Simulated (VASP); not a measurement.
# ZnAu (P4/mmm) in VASP: single point with PBE

Aim: the single point of ZnAu with PBE.

Program: VASP 6.6.1. These are calculated values, not measurements. Logs are shortened: lines on timing, memory, paths and dates and some standing lists are left out, and cuts for length are marked.

### 1 The cell of the first run

Symmetry: P4/mmm, No. 123, tetragonal system. Conventional cell: a = 3.619 Å, b = 3.619 Å, c = 3.147 Å, α = 90.00°, β = 90.00°, γ = 90.00°. Within 4.0 Å of Zn (site symmetry 4/mmm) lie 8 Au at 3.00 Å and 6 Zn at 3.15 to 3.62 Å. Au (site symmetry 4/mmm) has 8 Zn at 3.00 Å and 6 Au at 3.15 to 3.62 Å within 4.0 Å.

### 2 Single point, PBE (strain +0.1500 x Voigt [1, 1, 0, 0, 0, 0])

Input file INCAR:

```
SYSTEM = ZnAu
ALGO = Fast ; EDIFF = 1E-6
ENCUT = 520 ; GGA = PE
ISIF = 2 ; ISMEAR = 0
LASPH = .TRUE. ; LCHARG = .FALSE.
LREAL = .FALSE. ; LWAVE = .FALSE.
NBANDS = 18 ; NELM = 60
PREC = Accurate ; SIGMA = 0.15
```

Input file KPOINTS:

```
k-points
0
G
  16 16 16
  0 0 0
```

Input file POSCAR:

```
ZnAu
1.0
    3.6190500000      0.0000000000      0.0000000000
    0.0000000000      3.6190500000      0.0000000000
    0.0000000000      0.0000000000      3.1470000000
Zn Au
1 1
Direct
    0.5000000000      0.5000000000      0.5000000000
    0.0000000000      0.0000000000      0.0000000000
```

Potentials or basis: VASP PAW PBE potentials, release 64 (Zn, Au).

On the command line:

```
cat potpaw_PBE.64/Zn/POTCAR potpaw_PBE.64/Au/POTCAR > POTCAR
mpirun -np 1 vasp_std > vasp.out
```

OUTCAR:

```text
SYSTEM = ZnAu
   EDIFF = 1E-6
   ENCUT = 520
   GGA = PE
   ISIF = 2
   ISMEAR = 0
   LASPH = .TRUE.
   LREAL = .FALSE.
   NELM = 60
   PREC = Accurate

 ion  position               nearest neighbor table
   1  0.500  0.500  0.500-   2 3.00   2 3.00   2 3.00   2 3.00   2 3.00   2 3.00   2 3.00   2 3.00

   2  0.000  0.000  0.000-   1 3.00   1 3.00   1 3.00   1 3.00   1 3.00   1 3.00   1 3.00   1 3.00

  LATTYP: Found a simple tetragonal cell.
 ALAT       =     3.6190500000
 C/A-ratio  =     0.8695652174

  Lattice vectors:

 A1 = (   3.6190500000,   0.0000000000,   0.0000000000)
 A2 = (   0.0000000000,   3.6190500000,   0.0000000000)
 A3 = (   0.0000000000,   0.0000000000,   3.1470000000)

Analysis of symmetry for initial positions (statically):
=====================================================================
 Subroutine PRICEL returns:
 Original cell was already a primitive cell.

 Routine SETGRP: Setting up the symmetry group for a
 simple tetragonal supercell.

 Subroutine GETGRP returns: Found 16 space group operations
 (whereof 16 operations were pure point group operations)
 out of a pool of 16 trial point group operations.

The static configuration has the point symmetry D_4h.

Analysis of symmetry for dynamics (positions and initial velocities):
=====================================================================
 Subroutine PRICEL returns:
 Original cell was already a primitive cell.

 Routine SETGRP: Setting up the symmetry group for a
 simple tetragonal supercell.

 Subroutine GETGRP returns: Found 16 space group operations
 (whereof 16 operations were pure point group operations)
 out of a pool of 16 trial point group operations.

The dynamic configuration has the point symmetry D_4h.

 Subroutine INISYM returns: Found 16 space group operations
 (whereof 16 operations are pure point group operations),
 and found     1 'primitive' translations

----------------------------------------------------------------------------------------

                                     Primitive cell

  volume of cell :      41.2179

  direct lattice vectors                    reciprocal lattice vectors
     3.619050000  0.000000000  0.000000000     0.276315608  0.000000000  0.000000000
     0.000000000  3.619050000  0.000000000     0.000000000  0.276315608  0.000000000
     0.000000000  0.000000000  3.147000000     0.000000000  0.000000000  0.317762949

  length of vectors
     3.619050000  3.619050000  3.147000000     0.276315608  0.276315608  0.317762949

[... 76 lines left out ...]
   LSORBIT =      F    spin-orbit coupling
   LASPH  =      T    aspherical Exc in radial PAW
   ENCUT  =  520.0 eV  38.22 Ry    6.18 a.u.   6.73  6.73  5.85*2*pi/ulx,y,z
   NELM   =     60;   NELMIN=  2; NELMDL= -5     # of ELM steps
   EDIFF  = 0.1E-05   stopping-criterion for ELM
   LREAL  =      F    real-space projection
   EDIFFG = 0.1E-04   stopping-criterion for IOM
   NSW    =      0    number of steps for IOM
   IBRION =     -1    ionic relax: 0-MD 1-quasi-New 2-CG
   NFREE  =      0    steps in history (QN), initial steepest desc. (CG)
   ISIF   =      2    stress and relaxation
   ISYM   =      2    0-nonsym 1-usesym 2-fastsym
   POTIM  = 0.5000    time-step for ionic-motion
   TEBEG  =    0.0;   TEEND  =   0.0 temperature during run
   PSTRESS=    0.0 pullay stress
   NELECT =      23.0000    total number of electrons
   NUPDOWN=      -1.0000    fix difference up-down
   EMIN   =  10.00;   EMAX   =-10.00  energy-range for DOS
   EFERMI =   0.00;   METHOD = LEGACY
   ISMEAR =     0;   SIGMA  =   0.15  broadening in eV -4-tet -1-fermi 0-gaus
   EFERMI_NEDOS =   21; number of points for ismear=-14 and -15
   IALGO  =     68    algorithm
   IMIX   =      4    mixing-type and parameters
     AMIX     =   0.40;   BMIX     =  1.00
     AMIX_MAG =   1.60;   BMIX_MAG =  1.00
  volume/ion in A,a.u.               =      20.61       139.08
  Fermi-wavevector in a.u.,A,eV,Ry     =   1.347790  2.546953 24.715488  1.816537
  Thomas-Fermi vector in A             =   2.475512
   LORBIT       =      0    0 simple, 1 ext, 2 COOP (PROOUT), +10 PAW based schemes
   GGA     = PE    functional components
   LHFCALC =     F    Hartree Fock is set to
   AEXX    =    0.0000 exact exchange contribution
   IVDW    =     0    specifies the selected vdW correction
   LEPSILON=     F    determine dielectric tensor
   LRPA    =     F    only Hartree local field effects (RPA)
 non-spin polarized calculation
 RMM-DIIS sequential band-by-band and
 Gauss-broadening in eV      SIGMA  =   0.15
  energy-cutoff  :      520.00
  volume of cell :       41.22
 maximum number of plane-waves:      1148
 NGX is ok and might be reduce to    28
   NGX = 13   NGY = 13   NGZ = 11

 number of electron      22.9999970 magnetization

 Free energy of the ion-electron system (eV)
  ---------------------------------------------------
  ext. energy  EPLUGINS =         0.00000000
  ---------------------------------------------------
  free energy    TOTEN  =        -4.25026652 eV

  energy without entropy =       -4.24129241  energy(sigma->0) =       -4.24577947

 E-fermi :   4.0245     XC(G=0): -10.8421

 val. band max:        4.0229078772   @ k =   0.4375   0.3125   0.3125
 cond. band min:       4.0265841054   @ k =   0.5000   0.2500   0.4375
 fundamental gap:      0.0036762283
 Fermi energy:         4.0245416876

 k-point     1 :       0.0000    0.0000    0.0000
  band No.  band energies     occupation
      1      -4.1907      2.00000
      2      -3.1531      2.00000
      3      -3.0915      2.00000
      4      -2.9040      2.00000
      5      -2.7997      2.00000
      6      -2.7997      2.00000
[... 481 lines left out ...]
      5      -2.7806      2.00000
      6      -1.4923      2.00000
[... 10 lines left out ...]
     17      16.1035      0.00000
     18      16.1464      0.00000

 [... further k-points ...]
[... 5 lines left out ...]
  --------------------------------------------------------------------------------------
  -------------------------------------------------------------------------------------
  Total       -3.4661602     -3.4661602     -3.6180188      0.0000000     -0.0000000      0.0000000
  in kB     -134.7327906   -134.7327906   -140.6356727      0.0000000     -0.0000000      0.0000000
  external PRESSURE =    -136.7004180 kB  Pullay stress =       0.0000000 kB

 VOLUME and BASIS-vectors are now :
 -----------------------------------------------------------------------------
  energy-cutoff  :      520.00
  volume of cell :       41.22
      direct lattice vectors                 reciprocal lattice vectors
     3.619050000  0.000000000  0.000000000     0.276315608  0.000000000  0.000000000
     0.000000000  3.619050000  0.000000000     0.000000000  0.276315608  0.000000000
     0.000000000  0.000000000  3.147000000     0.000000000  0.000000000  0.317762949

 POSITION                                       TOTAL-FORCE (eV/Angst)
 -----------------------------------------------------------------------------------
      1.80953      1.80953      1.57350         0.000000      0.000000      0.000000
      0.00000      0.00000      0.00000         0.000000      0.000000      0.000000
 -----------------------------------------------------------------------------------
    total drift:                                0.000000      0.000000      0.000000

  FREE ENERGIE OF THE ION-ELECTRON SYSTEM (eV)
  ---------------------------------------------------
  free  energy   TOTEN  =        -4.2502665235 eV

  energy  without entropy=       -4.2412924105  energy(sigma->0) =       -4.24577947
```

OSZICAR:

```text
N       E                     dE             d eps       ncg     rms          rms(c)
DAV:   1     0.131093112045E+03    0.13109E+03   -0.11204E+04 14742   0.152E+03
DAV:   2     0.130456903690E+01   -0.12979E+03   -0.12310E+03 14808   0.302E+02
DAV:   3    -0.451090553818E+01   -0.58155E+01   -0.57733E+01 16446   0.696E+01
DAV:   4    -0.456359071450E+01   -0.52685E-01   -0.52661E-01 15908   0.592E+00
DAV:   5    -0.456420085510E+01   -0.61014E-03   -0.61013E-03 15700   0.668E-01    0.442E+00
RMM:   6    -0.427608186971E+01    0.28812E+00   -0.77799E-01 14835   0.758E+00    0.325E+00
RMM:   7    -0.425703874592E+01    0.19043E-01   -0.23815E-02 15620   0.146E+00    0.190E+00
RMM:   8    -0.425034398796E+01    0.66948E-02   -0.10296E-02 15875   0.959E-01    0.194E-01
RMM:   9    -0.425034071173E+01    0.32762E-05   -0.17471E-03 16652   0.441E-01    0.141E-01
RMM:  10    -0.425029706122E+01    0.43651E-04   -0.22173E-04 18419   0.146E-01    0.664E-02
RMM:  11    -0.425027026125E+01    0.26800E-04   -0.77016E-05 16941   0.759E-02    0.278E-02
RMM:  12    -0.425026753660E+01    0.27246E-05   -0.15168E-05 16780   0.351E-02    0.179E-02
RMM:  13    -0.425026644615E+01    0.10905E-05   -0.60495E-06 14678   0.201E-02    0.145E-03
RMM:  14    -0.425026652355E+01   -0.77398E-07   -0.96582E-07  9067   0.857E-03
   1 F= -.42502665E+01 E0= -.42457795E+01  d E =-.897411E-02
```

It took 2.6 min on 1 thread of AMD EPYC 7R13 (Zen 3), shared host; peak memory 0.38 GiB.

Results:

| Property | Result |
| --- | --- |
| Free energy | -4.2503 eV |
| Pressure | -13.7 GPa |
| Band gap on the k mesh | zero (an odd number of electrons rules out a gap without spin polarisation) |

Stress tensor (GPa, compression positive):
```
-13.47   0.00   0.00
  0.00 -13.47   0.00
  0.00   0.00 -14.06
```

Caveat: the cell differs from its parent crystal (strain +0.1500 x Voigt [1, 1, 0, 0, 0, 0]); the cell stands under tension; spin-orbit coupling is left out, which moves the levels of the heavy elements.
